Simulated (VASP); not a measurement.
# Ag (P3m1) in VASP: single point with PBEsol

Aim: the single point of Ag with PBEsol.

All numbers are computed with VASP 6.6.1; they aren't measurements. Logs are shortened: lines on timing, memory, paths and dates and some standing lists are left out, and cuts for length are marked.

### Step 1. The cell of the first run

It takes space group P3m1 (No. 156, trigonal). The conventional cell has a = 2.871 Å, b = 2.871 Å, c = 18.376 Å, α = 90.00°, β = 90.00°, γ = 120.00°. Within 3.5 Å of Ag (site symmetry 3m) lie 12 Ag at 2.62 to 2.87 Å. Within 3.8 Å of Ag (site symmetry 3m) lie 12 Ag at 2.86 to 2.87 Å. Ag (site symmetry 3m) has 12 Ag at 2.86 to 2.87 Å within 3.8 Å. Within 3.8 Å of Ag (site symmetry 3m) lie 12 Ag at 2.86 to 2.87 Å. Within 3.8 Å of Ag (site symmetry 3m) lie 12 Ag at 2.86 to 2.87 Å. Within 3.5 Å of Ag (site symmetry 3m) lie 12 Ag at 2.62 to 2.87 Å. Within 3.8 Å of Ag (site symmetry 3m) lie 12 Ag at 2.86 to 2.87 Å. Ag (site symmetry 3m) has 12 Ag at 2.86 to 2.87 Å within 3.8 Å.

### Step 2. Single point, PBEsol (the distance across one plane changed)

The input, INCAR:

```
PREC = Accurate ; ENCUT = 520
EDIFF = 1E-6 ; ISMEAR = 0
SIGMA = 0.15 ; LREAL = False
LASPH = True ; NELM = 100
ALGO = Fast ; ISIF = 2
LWAVE = False ; LCHARG = True
GGA = PS ; LELF = True
LVHAR = True ; NBANDS = 54
```

The input, KPOINTS:

```
regular mesh
0
Gamma
  19 19 3
```

The input, POSCAR:

```
Ag
1.0
   -2.8709531720      0.0000000000      0.0000000000
   -1.4354765860     -2.4863183800      0.0000000000
    0.0000000000      0.0000000000     18.3761177600
Ag
8
Direct
    0.3333333333      0.3333333333      0.0635203461
    0.3333333333      0.3333333333      0.5716831149
    0.6666666667      0.6666666667      0.3176017305
    0.6666666667      0.6666666667      0.8257644992
    1.0000000000      1.0000000000      0.4446424227
    1.0000000000      1.0000000000      0.9528051914
    0.0000000000      0.0000000000      0.1905610383
    0.0000000000      0.0000000000      0.6987238070
```

Potentials or basis: VASP PAW PBE potentials, release 64 (Ag).

Started as:

```sh
> cat potpaw_PBE.64/Ag/POTCAR > POTCAR
> mpirun -np 1 vasp_std > vasp.out
```

OUTCAR:

```text
PREC = Accurate
   ENCUT = 520
   EDIFF = 1E-6
   ISMEAR = 0
   LREAL = False
   LASPH = True
   NELM = 100
   ISIF = 2
   GGA = PS

 ion  position               nearest neighbor table
   1  0.333  0.333  0.064-   6 2.62   6 2.62   6 2.62   7 2.86   7 2.86   7 2.86
   2  0.333  0.333  0.572-   8 2.86   8 2.86   8 2.86   5 2.86   5 2.86   5 2.86
   3  0.667  0.667  0.318-   5 2.86   7 2.86   5 2.86   7 2.86   5 2.86   7 2.86
   4  0.667  0.667  0.826-   8 2.86   6 2.86   8 2.86   6 2.86   8 2.86   6 2.86
   5  0.000  0.000  0.445-   2 2.86   3 2.86   3 2.86   2 2.86   3 2.86   2 2.86
   6  0.000  0.000  0.953-   1 2.62   1 2.62   1 2.62   4 2.86   4 2.86   4 2.86
   7  0.000  0.000  0.191-   1 2.86   3 2.86   1 2.86   3 2.86   1 2.86   3 2.86
   8  0.000  0.000  0.699-   2 2.86   2 2.86   2 2.86   4 2.86   4 2.86   4 2.86

  LATTYP: Found a hexagonal cell.
 ALAT       =     2.8709531720
 C/A-ratio  =     6.4007027141

  Lattice vectors:

 A1 = (   1.4354765860,   2.4863183800,   0.0000000000)
 A2 = (  -2.8709531720,   0.0000000000,   0.0000000000)
 A3 = (   0.0000000000,   0.0000000000,  18.3761177600)

Analysis of symmetry for initial positions (statically):
=====================================================================
 Subroutine PRICEL returns:
 Original cell was already a primitive cell.

 Routine SETGRP: Setting up the symmetry group for a
 hexagonal supercell.

 Subroutine GETGRP returns: Found  6 space group operations
 (whereof  6 operations were pure point group operations)
 out of a pool of 24 trial point group operations.

The static configuration has the point symmetry C_3v.

Analysis of symmetry for dynamics (positions and initial velocities):
=====================================================================
 Subroutine PRICEL returns:
 Original cell was already a primitive cell.

 Routine SETGRP: Setting up the symmetry group for a
 hexagonal supercell.

 Subroutine GETGRP returns: Found  6 space group operations
 (whereof  6 operations were pure point group operations)
 out of a pool of 24 trial point group operations.

The dynamic configuration has the point symmetry C_3v.

 Subroutine INISYM returns: Found  6 space group operations
 (whereof  6 operations are pure point group operations),
 and found     1 'primitive' translations

----------------------------------------------------------------------------------------

                                     Primitive cell

  volume of cell :     131.1706

  direct lattice vectors                    reciprocal lattice vectors
    -2.870953172  0.000000000  0.000000000    -0.348316374  0.201100553  0.000000000
    -1.435476586 -2.486318380  0.000000000     0.000000000 -0.402201105  0.000000000
     0.000000000  0.000000000 18.376117760     0.000000000  0.000000000  0.054418458

  length of vectors
     2.870953172  2.870953172 18.376117760     0.402201105  0.402201105  0.054418458

  position of ions in fractional coordinates (direct lattice)
     0.333333333  0.333333333  0.063520346
     0.333333333  0.333333333  0.571683115
     0.666666667  0.666666667  0.317601731
     0.666666667  0.666666667  0.825764499
     0.000000000  0.000000000  0.444642423
     0.000000000  0.000000000  0.952805191
     0.000000000  0.000000000  0.190561038
     0.000000000  0.000000000  0.698723807

  ion indices of the primitive-cell ions
   primitive index   ion index
                 1           1
                 2           2
                 3           3
                 4           4
                 5           5
                 6           6
                 7           7
                 8           8

----------------------------------------------------------------------------------------

 KPOINTS: regular mesh

Automatic generation of k-mesh.
 Grid dimensions read from file:
 generate k-points for:   19   19    3

 Generating k-lattice:

  Cartesian coordinates                     Fractional coordinates (reciprocal lattice)
    -0.018332441  0.010584240  0.000000000     0.052631579  0.000000000  0.000000000
     0.000000000 -0.021168479  0.000000000     0.000000000  0.052631579  0.000000000
     0.000000000  0.000000000  0.018139486     0.000000000  0.000000000  0.333333333

  Length of vectors
     0.021168479  0.021168479  0.018139486

  Shift w.r.t. Gamma in fractional coordinates (k-lattice)
     0.000000000  0.000000000  0.000000000

 Subroutine IBZKPT returns following result:
 ===========================================

 Found    110 irreducible k-points:

 Following reciprocal coordinates:
            Coordinates               Weight
  0.000000  0.000000  0.000000      1.000000
  0.052632  0.000000  0.000000      6.000000
  0.105263  0.000000  0.000000      6.000000
  0.157895 -0.000000  0.000000      6.000000
  0.210526  0.000000  0.000000      6.000000
  0.263158  0.000000  0.000000      6.000000
[... 16 lines left out ...]
  0.368421  0.105263  0.000000     12.000000
  0.421053  0.105263  0.000000     12.000000
 [... further k-points ...]
   k-points           NKPTS =    110   k-points in BZ     NKDIM =    110   number of bands    NBANDS=     54
   number of dos      NEDOS =    301   number of ions     NIONS =      8
   total plane-waves  NPLWV =  80640
   dimension x,y,z NGX =    24 NGY =   24 NGZ =  140
   dimension x,y,z NGXF=    48 NGYF=   48 NGZF=  280
   ions per type =               8
   NGX,Y,Z   is equivalent  to a cutoff of  13.90, 13.90, 12.67 a.u.
   NGXF,Y,Z  is equivalent  to a cutoff of  27.79, 27.79, 25.33 a.u.
 SYSTEM =  unknown system
   PREC   = accura    normal or accurate (medium, high low for compatibility)
   ISTART =      0    job   : 0-new  1-cont  2-samecut
   ICHARG =      2    charge: 1-file 2-atom 10-const
   ISPIN  =      1    spin polarized calculation?
   LNONCOLLINEAR =      F non collinear calculations
   LSORBIT =      F    spin-orbit coupling
   LASPH  =      T    aspherical Exc in radial PAW
   ENCUT  =  520.0 eV  38.22 Ry    6.18 a.u.   5.34  5.34 34.17*2*pi/ulx,y,z
   NELM   =    100;   NELMIN=  2; NELMDL= -5     # of ELM steps
   EDIFF  = 0.1E-05   stopping-criterion for ELM
   LREAL  =      F    real-space projection
   EDIFFG = 0.1E-04   stopping-criterion for IOM
   NSW    =      0    number of steps for IOM
   IBRION =     -1    ionic relax: 0-MD 1-quasi-New 2-CG
   NFREE  =      0    steps in history (QN), initial steepest desc. (CG)
   ISIF   =      2    stress and relaxation
   ISYM   =      2    0-nonsym 1-usesym 2-fastsym
   POTIM  = 0.5000    time-step for ionic-motion
   TEBEG  =    0.0;   TEEND  =   0.0 temperature during run
   PSTRESS=    0.0 pullay stress
   NELECT =      88.0000    total number of electrons
   NUPDOWN=      -1.0000    fix difference up-down
   EMIN   =  10.00;   EMAX   =-10.00  energy-range for DOS
   EFERMI =   0.00;   METHOD = LEGACY
   ISMEAR =     0;   SIGMA  =   0.15  broadening in eV -4-tet -1-fermi 0-gaus
   EFERMI_NEDOS =   21; number of points for ismear=-14 and -15
   IALGO  =     68    algorithm
   IMIX   =      4    mixing-type and parameters
     AMIX     =   0.40;   BMIX     =  1.00
     AMIX_MAG =   1.60;   BMIX_MAG =  1.00
  volume/ion in A,a.u.               =      16.40       110.65
  Fermi-wavevector in a.u.,A,eV,Ry     =   1.433145  2.708252 27.945075  2.053905
  Thomas-Fermi vector in A             =   2.552695
   LORBIT       =      0    0 simple, 1 ext, 2 COOP (PROOUT), +10 PAW based schemes
   GGA     = PS    functional components
   LHFCALC =     F    Hartree Fock is set to
   AEXX    =    0.0000 exact exchange contribution
   IVDW    =     0    specifies the selected vdW correction
   LEPSILON=     F    determine dielectric tensor
   LRPA    =     F    only Hartree local field effects (RPA)
 non-spin polarized calculation
 RMM-DIIS sequential band-by-band and
 Gauss-broadening in eV      SIGMA  =   0.15
  energy-cutoff  :      520.00
  volume of cell :      131.17
 maximum number of plane-waves:      3585
 NGX is ok and might be reduce to    24
   NGX = 11   NGY = 11   NGZ = 69

 number of electron      87.9999982 magnetization

 Free energy of the ion-electron system (eV)
  ---------------------------------------------------
  ext. energy  EPLUGINS =         0.00000000
  ---------------------------------------------------
  free energy    TOTEN  =       -26.22369194 eV

  energy without entropy =      -26.19658371  energy(sigma->0) =      -26.21013783

 E-fermi :   8.8091     XC(G=0): -12.6418

 val. band max:        8.8057087569   @ k =  -0.4737   0.1053   0.3333
 cond. band min:       8.8114533261   @ k =   0.4211  -0.4737   0.3333
 fundamental gap:      0.0057445692
 Fermi energy:         8.8091180702

 k-point     1 :       0.0000    0.0000    0.0000
  band No.  band energies     occupation
      1       0.5860      2.00000
      2       1.0991      2.00000
      3       1.2678      2.00000
      4       1.9030      2.00000
      5       2.1571      2.00000
      6       2.2358      2.00000
[... 46 lines left out ...]
     53      20.8532      0.00000
     54      23.9293      0.00000

 k-point     2 :       0.0526    0.0000    0.0000
  band No.  band energies     occupation
      1       0.6637      2.00000
      2       1.1739      2.00000
      3       1.3416      2.00000
      4       1.9538      2.00000
      5       2.2253      2.00000
      6       2.2978      2.00000
[... 46 lines left out ...]
     53      20.9047      0.00000
     54      23.8989      0.00000
[... 1195 lines left out ...]
     53      17.8247      0.00000
     54      17.8845      0.00000

 k-point    24 :       0.4211    0.1053    0.0000
  band No.  band energies     occupation
      1       2.2030      2.00000
      2       2.2224      2.00000
      3       2.3856      2.00000
      4       2.5876      2.00000
      5       2.5950      2.00000
      6       2.6794      2.00000
[... 46 lines left out ...]
     53      16.4198      0.00000
     54      16.6476      0.00000

 [... further k-points ...]

------------------------ aborting loop because EDIFF is reached ----------------------------------------

  FORCE on cell =-STRESS in cart. coord.  units (eV):
  Direction    XX          YY          ZZ          XY          YZ          ZX
  --------------------------------------------------------------------------------------
  -------------------------------------------------------------------------------------
  Total        1.4202890      1.4202890      4.1603782      0.0000000      0.0000000      0.0000000
  in kB       17.3480516     17.3480516     50.8167370      0.0000000      0.0000000      0.0000000
  external PRESSURE =      28.5042801 kB  Pullay stress =       0.0000000 kB

 VOLUME and BASIS-vectors are now :
 -----------------------------------------------------------------------------
  energy-cutoff  :      520.00
  volume of cell :      131.17
      direct lattice vectors                 reciprocal lattice vectors
    -2.870953172  0.000000000  0.000000000    -0.348316374  0.201100553  0.000000000
    -1.435476586 -2.486318380  0.000000000     0.000000000 -0.402201105  0.000000000
     0.000000000  0.000000000 18.376117760     0.000000000  0.000000000  0.054418458

 POSITION                                       TOTAL-FORCE (eV/Angst)
 -----------------------------------------------------------------------------------
     -1.43548     -0.82877      1.16726         0.000000     -0.000000      1.738471
     -1.43548     -0.82877     10.50532        -0.000000      0.000000      0.004018
     -2.87095     -1.65755      5.83629         0.000000     -0.000000     -0.005929
     -2.87095     -1.65755     15.17435        -0.000000     -0.000000     -0.025048
      0.00000      0.00000      8.17080        -0.000000     -0.000000     -0.003225
      0.00000      0.00000     17.50886        -0.000000      0.000000     -1.759723
      0.00000      0.00000      3.50177        -0.000000      0.000000      0.045929
      0.00000      0.00000     12.83983        -0.000000     -0.000000      0.005508
 -----------------------------------------------------------------------------------
    total drift:                               -0.000000     -0.000000      0.000064

  FREE ENERGIE OF THE ION-ELECTRON SYSTEM (eV)
  ---------------------------------------------------
  free  energy   TOTEN  =       -26.2236919444 eV

  energy  without entropy=      -26.1965837135  energy(sigma->0) =      -26.21013783
```

It took 9 min on 1 thread of Intel Xeon Platinum 8488C (Sapphire Rapids), shared host; peak memory 0.62 GiB.

Results:

- Free energy: -26.2237 eV
- Pressure: 2.9 GPa
- Largest force: 1.760 eV/Å
- Band gap on the k mesh: zero (bands 44 and 45 overlap by 6.44 eV)

Forces on the atoms (eV/Å):
```
Ag   0.000  0.000  1.738
Ag   0.000  0.000  0.004
Ag   0.000  0.000 -0.006
Ag   0.000  0.000 -0.025
Ag   0.000  0.000 -0.003
Ag   0.000  0.000 -1.760
Ag   0.000  0.000  0.046
Ag   0.000  0.000  0.006
```

Stress tensor (GPa, compression positive):
```
1.73 0.00 0.00
0.00 1.73 0.00
0.00 0.00 5.08
```

Levels at points of the mesh, in eV from the Fermi level:
```tsv
k point	band 43	band 44	band 45	band 46	band 47	band 48
(0.00, 0.00, 0.00)	-3.15	-2.97	-2.97	-2.55	-2.50	-0.39
```

Caveat: the cell differs from its parent crystal (the distance across one plane changed); the PAW data sets were made with another functional, which shifts forces and pressure a little.
